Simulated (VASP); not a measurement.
# LiSi2 (P-3m1) in VASP: further runs

The runs below take LiSi2 through single point, relaxation of cell and atoms, with PBE.

Everything below comes from runs of VASP 6.6.1. Logs are shortened: lines on timing, memory, paths and dates and some standing lists are left out, and cuts for length are marked.

**1. The cell of the first run**

The structure is trigonal, space group P-3m1 (No. 164). Conventional cell: a = 3.811 Å, b = 3.811 Å, c = 4.424 Å, α = 90.00°, β = 90.00°, γ = 120.00°. Li (site symmetry -3m) has 12 Si at 2.85 to 3.41 Å within 3.8 Å. Si (site symmetry 3m) has 3 Si at 2.34 Å and 3 Li at 2.85 Å within 3.1 Å.

**2. Single point, PBE**

INCAR

```
SYSTEM = LiSi2
ALGO = Normal
EDIFF = 1E-6
ENCUT = 520
GGA = PE
ISIF = 2
ISMEAR = 0
LASPH = .True.
LCHARG = .False.
LREAL = .False.
LWAVE = .False.
NBANDS = 12
NELM = 80
PREC = Accurate
SIGMA = 0.1
```

KPOINTS

```
k-points
0
Gamma
  12 12 10
  0 0 0
```

POSCAR

```
LiSi2
1.0
    3.8105914084      0.0000000000      0.0000000000
   -1.9052957042      3.3000689631      0.0000000000
    0.0000000000      0.0000000000      4.4235159041
Li Si
1 2
Direct
    0.0000000000      0.0000000000      0.0000000000
    0.3333333333      0.6666666667      0.5895854927
    0.6666666667      0.3333333333      0.4104145073
```

Potentials or basis: VASP PAW PBE potentials, release 64 (Li_sv, Si).

On the command line:

```bash
$ cat potpaw_PBE.64/Li_sv/POTCAR potpaw_PBE.64/Si/POTCAR > POTCAR
$ mpirun -np 1 vasp_std > vasp.out
```

OUTCAR:

```text
SYSTEM = LiSi2
   EDIFF = 1E-6
   ENCUT = 520
   GGA = PE
   ISIF = 2
   ISMEAR = 0
   LASPH = .True.
   LREAL = .False.
   NELM = 80
   PREC = Accurate

 ion  position               nearest neighbor table
   1  0.000  0.000  0.000-   2 2.85   3 2.85   2 2.85   3 2.85   3 2.85   2 2.85
   2  0.333  0.667  0.590-   3 2.34   3 2.34   3 2.34   1 2.85   1 2.85   1 2.85
   3  0.667  0.333  0.410-   2 2.34   2 2.34   2 2.34   1 2.85   1 2.85   1 2.85

  LATTYP: Found a hexagonal cell.
 ALAT       =     3.8105914084
 C/A-ratio  =     1.1608476034

  Lattice vectors:

 A1 = (   3.8105914084,   0.0000000000,   0.0000000000)
 A2 = (  -1.9052957042,   3.3000689631,   0.0000000000)
 A3 = (   0.0000000000,   0.0000000000,   4.4235159041)

Analysis of symmetry for initial positions (statically):
=====================================================================
 Subroutine PRICEL returns:
 Original cell was already a primitive cell.

 Routine SETGRP: Setting up the symmetry group for a
 hexagonal supercell.

 Subroutine GETGRP returns: Found 12 space group operations
 (whereof 12 operations were pure point group operations)
 out of a pool of 24 trial point group operations.

The static configuration has the point symmetry D_3d.

Analysis of symmetry for dynamics (positions and initial velocities):
=====================================================================
 Subroutine PRICEL returns:
 Original cell was already a primitive cell.

 Routine SETGRP: Setting up the symmetry group for a
 hexagonal supercell.

 Subroutine GETGRP returns: Found 12 space group operations
 (whereof 12 operations were pure point group operations)
 out of a pool of 24 trial point group operations.

The dynamic configuration has the point symmetry D_3d.

 Subroutine INISYM returns: Found 12 space group operations
 (whereof 12 operations are pure point group operations),
 and found     1 'primitive' translations

----------------------------------------------------------------------------------------

                                     Primitive cell

  volume of cell :      55.6267

  direct lattice vectors                    reciprocal lattice vectors
     3.810591408  0.000000000  0.000000000     0.262426456  0.151511985  0.000000000
    -1.905295704  3.300068963  0.000000000     0.000000000  0.303023970  0.000000000
     0.000000000  0.000000000  4.423515904     0.000000000  0.000000000  0.226064520

  length of vectors
     3.810591408  3.810591408  4.423515904     0.303023970  0.303023970  0.226064520

  position of ions in fractional coordinates (direct lattice)
     0.000000000  0.000000000  0.000000000
     0.333333333  0.666666667  0.589585493
     0.666666667  0.333333333  0.410414507

  ion indices of the primitive-cell ions
   primitive index   ion index
                 1           1
                 2           2
                 3           3

----------------------------------------------------------------------------------------

 KPOINTS: k-points

Automatic generation of k-mesh.
 Grid dimensions read from file:
 generate k-points for:   12   12   10

 Generating k-lattice:

  Cartesian coordinates                     Fractional coordinates (reciprocal lattice)
     0.021868871  0.012625999  0.000000000     0.083333333  0.000000000  0.000000000
     0.000000000  0.025251998  0.000000000     0.000000000  0.083333333  0.000000000
     0.000000000  0.000000000  0.022606452     0.000000000  0.000000000  0.100000000

  Length of vectors
     0.025251998  0.025251998  0.022606452

  Shift w.r.t. Gamma in fractional coordinates (k-lattice)
     0.000000000  0.000000000  0.000000000

 Subroutine IBZKPT returns following result:
 ===========================================

 Found    162 irreducible k-points:

 Following reciprocal coordinates:
            Coordinates               Weight
  0.000000  0.000000  0.000000      1.000000
  0.083333  0.000000  0.000000      6.000000
  0.166667 -0.000000  0.000000      6.000000
  0.250000 -0.000000  0.000000      6.000000
  0.333333 -0.000000  0.000000      6.000000
  0.416667 -0.000000  0.000000      6.000000
[... 16 lines left out ...]
  0.166667 -0.000000  0.100000      6.000000
  0.000000  0.166667  0.100000      6.000000
 [... further k-points ...]
   k-points           NKPTS =    162   k-points in BZ     NKDIM =    162   number of bands    NBANDS=     12
   number of dos      NEDOS =    301   number of ions     NIONS =      3
   total plane-waves  NPLWV =  28224
   dimension x,y,z NGX =    28 NGY =   28 NGZ =   36
   dimension x,y,z NGXF=    56 NGYF=   56 NGZF=   72
   ions per type =               1   2
   NGX,Y,Z   is equivalent  to a cutoff of  12.22, 12.22, 13.53 a.u.
   NGXF,Y,Z  is equivalent  to a cutoff of  24.43, 24.43, 27.06 a.u.
 SYSTEM =  LiSi2
   PREC   = accura    normal or accurate (medium, high low for compatibility)
   ISTART =      0    job   : 0-new  1-cont  2-samecut
   ICHARG =      2    charge: 1-file 2-atom 10-const
   ISPIN  =      1    spin polarized calculation?
   LNONCOLLINEAR =      F non collinear calculations
   LSORBIT =      F    spin-orbit coupling
   LASPH  =      T    aspherical Exc in radial PAW
   ENCUT  =  520.0 eV  38.22 Ry    6.18 a.u.   7.09  7.09  8.22*2*pi/ulx,y,z
   NELM   =     80;   NELMIN=  2; NELMDL= -5     # of ELM steps
   EDIFF  = 0.1E-05   stopping-criterion for ELM
   LREAL  =      F    real-space projection
[... 7 lines left out ...]
   TEBEG  =    0.0;   TEEND  =   0.0 temperature during run
   PSTRESS=    0.0 pullay stress
   NELECT =      11.0000    total number of electrons
   NUPDOWN=      -1.0000    fix difference up-down
   EMIN   =  10.00;   EMAX   =-10.00  energy-range for DOS
   EFERMI =   0.00;   METHOD = LEGACY
   ISMEAR =     0;   SIGMA  =   0.10  broadening in eV -4-tet -1-fermi 0-gaus
   EFERMI_NEDOS =   21; number of points for ismear=-14 and -15
   IALGO  =     38    algorithm
   IMIX   =      4    mixing-type and parameters
     AMIX     =   0.40;   BMIX     =  1.00
     AMIX_MAG =   1.60;   BMIX_MAG =  1.00
  volume/ion in A,a.u.               =      18.54       125.13
  Fermi-wavevector in a.u.,A,eV,Ry     =   0.953772  1.802368 12.376971  0.909682
  Thomas-Fermi vector in A             =   2.082458
   LORBIT       =      0    0 simple, 1 ext, 2 COOP (PROOUT), +10 PAW based schemes
   GGA     = PE    functional components
   LHFCALC =     F    Hartree Fock is set to
   AEXX    =    0.0000 exact exchange contribution
   IVDW    =     0    specifies the selected vdW correction
   LEPSILON=     F    determine dielectric tensor
   LRPA    =     F    only Hartree local field effects (RPA)
 non-spin polarized calculation
 Gauss-broadening in eV      SIGMA  =   0.10
  energy-cutoff  :      520.00
  volume of cell :       55.63
 maximum number of plane-waves:      1530
   NGX = 15   NGY = 15   NGZ = 17

 number of electron      10.9999995 magnetization

 Free energy of the ion-electron system (eV)
  ---------------------------------------------------
  ext. energy  EPLUGINS =         0.00000000
  ---------------------------------------------------
  free energy    TOTEN  =       -12.58958367 eV

  energy without entropy =      -12.58384312  energy(sigma->0) =      -12.58671340

 E-fermi :   4.8817     XC(G=0):  -9.0177

 val. band max:        4.8741875205   @ k =   0.3333  -0.0000   0.0000
 cond. band min:       4.9068756105   @ k =  -0.0833   0.4167   0.2000
 fundamental gap:      0.0326880899
 Fermi energy:         4.8817233599

 k-point     1 :       0.0000    0.0000    0.0000
  band No.  band energies     occupation
      1     -41.9457      2.00000
      2      -6.6582      2.00000
      3       1.3526      2.00000
      4       3.8587      2.00000
      5       3.8587      2.00000
      6       4.2953      2.00000
      7       6.8608      0.00000
      8       7.0988      0.00000
      9       7.0989      0.00000
     10      12.3198      0.00000
     11      13.5840      0.00000
     12      13.6224      0.00000

 k-point     2 :       0.0833    0.0000    0.0000
  band No.  band energies     occupation
      1     -41.9457      2.00000
      2      -6.5742      2.00000
      3       1.3913      2.00000
      4       3.1820      2.00000
      5       3.6516      2.00000
      6       4.3468      2.00000
      7       6.8509      0.00000
      8       7.4506      0.00000
      9       7.6526      0.00000
     10      12.1238      0.00000
     11      12.8126      0.00000
     12      13.3449      0.00000

 k-point     3 :       0.1667   -0.0000    0.0000
  band No.  band energies     occupation
      1     -41.9455      2.00000
      2      -6.3238      2.00000
      3       1.2423      2.00000
      4       2.2399      2.00000
      5       3.2151      2.00000
      6       4.4941      2.00000
      7       6.4248      0.00000
      8       8.3042      0.00000
      9       9.0085      0.00000
     10      10.6629      0.00000
     11      12.3258      0.00000
     12      12.8141      0.00000

 k-point     4 :       0.2500   -0.0000    0.0000
  band No.  band energies     occupation
      1     -41.9453      2.00000
      2      -5.9127      2.00000
      3       0.1791      2.00000
      4       2.3111      2.00000
      5       2.7745      2.00000
      6       4.7042      1.98792
      7       5.9875      0.00000
      8       9.1100      0.00000
      9       9.3609      0.00000
     10      10.3394      0.00000
     11      11.5498      0.00000
     12      12.3398      0.00000

 k-point     5 :       0.3333   -0.0000    0.0000
  band No.  band energies     occupation
      1     -41.9451      2.00000
      2      -5.3571      2.00000
      3      -1.0583      2.00000
      4       2.4272      2.00000
      5       2.7786      2.00000
      6       4.8742      1.08487
      7       5.6953      0.00000
      8       7.9232      0.00000
      9       9.9249      0.00000
     10      10.2991      0.00000
     11      12.0376      0.00000
     12      12.1744      0.00000
[... 228 lines left out ...]
      1     -41.9457      2.00000
      2      -6.5499      2.00000
      3       1.0670      2.00000
      4       3.1804      2.00000
      5       3.6740      2.00000
      6       4.8095      1.69276
      7       6.8919      0.00000
      8       7.4554      0.00000
      9       7.7106      0.00000
     10      11.7026      0.00000
     11      12.6423      0.00000
     12      12.9427      0.00000

 k-point    22 :       0.0000    0.0833    0.1000
  band No.  band energies     occupation
      1     -41.9457      2.00000
      2      -6.5499      2.00000
      3       1.0701      2.00000
      4       3.1773      2.00000
      5       3.6649      2.00000
      6       4.8143      1.65964
      7       6.8820      0.00000
      8       7.5206      0.00000
      9       7.6614      0.00000
     10      11.8763      0.00000
     11      12.6745      0.00000
     12      12.6932      0.00000

 k-point    23 :       0.1667   -0.0000    0.1000
  band No.  band energies     occupation
      1     -41.9455      2.00000
      2      -6.2990      2.00000
      3       1.0463      2.00000
      4       2.1100      2.00000
      5       3.2414      2.00000
      6       4.9495      0.33771
      7       6.4647      0.00000
      8       8.2497      0.00000
      9       9.0956      0.00000
     10      10.0999      0.00000
     11      12.4464      0.00000
     12      12.4769      0.00000

 k-point    24 :       0.0000    0.1667    0.1000
  band No.  band energies     occupation
      1     -41.9455      2.00000
      2      -6.2992      2.00000
      3       1.0822      2.00000
      4       2.0612      2.00000
      5       3.2313      2.00000
      6       4.9522      0.31862
      7       6.4376      0.00000
      8       8.4094      0.00000
      9       8.9405      0.00000
     10      10.6010      0.00000
     11      11.9453      0.00000
     12      12.4519      0.00000

 [... further k-points ...]

------------------------ aborting loop because EDIFF is reached ----------------------------------------

  FORCE on cell =-STRESS in cart. coord.  units (eV):
  Direction    XX          YY          ZZ          XY          YZ          ZX
  --------------------------------------------------------------------------------------
  -------------------------------------------------------------------------------------
  Total       -0.0220833     -0.0220833     -0.0299952      0.0000000     -0.0000000      0.0000000
  in kB       -0.6360501     -0.6360501     -0.8639312      0.0000000     -0.0000000      0.0000000
  external PRESSURE =      -0.7120105 kB  Pullay stress =       0.0000000 kB

 VOLUME and BASIS-vectors are now :
 -----------------------------------------------------------------------------
  energy-cutoff  :      520.00
  volume of cell :       55.63
      direct lattice vectors                 reciprocal lattice vectors
     3.810591408  0.000000000  0.000000000     0.262426456  0.151511985  0.000000000
    -1.905295704  3.300068963  0.000000000     0.000000000  0.303023970  0.000000000
     0.000000000  0.000000000  4.423515904     0.000000000  0.000000000  0.226064520

 POSITION                                       TOTAL-FORCE (eV/Angst)
 -----------------------------------------------------------------------------------
      0.00000      0.00000      0.00000         0.000000      0.000000      0.000000
     -0.00000      2.20005      2.60804         0.000000     -0.000000     -0.007516
      1.90530      1.10002      1.81548        -0.000000      0.000000      0.007516
 -----------------------------------------------------------------------------------
    total drift:                                0.000000     -0.000000     -0.000000

  FREE ENERGIE OF THE ION-ELECTRON SYSTEM (eV)
  ---------------------------------------------------
  free  energy   TOTEN  =       -12.5895836740 eV

  energy  without entropy=      -12.5838431245  energy(sigma->0) =      -12.58671340
```

Wall time 72 s (1 thread of Intel Xeon Platinum 8259CL at 2.50GHz (Skylake/Cascade Lake), shared host); peak memory 0.23 GiB.

What came out:

```yaml
Free_energy: -12.5896 eV
Largest_force: 0.008 eV/Å
```

Forces on the atoms (eV/Å):
```
Li   0.000  0.000  0.000
Si   0.000  0.000 -0.008
Si   0.000  0.000  0.008
```

Caveat: the cutoff is under 1.25 times the usual one of these potentials, so pressure, stress and relaxed cells hold a basis-set (Pulay) error.

[end of part 1 of 2]
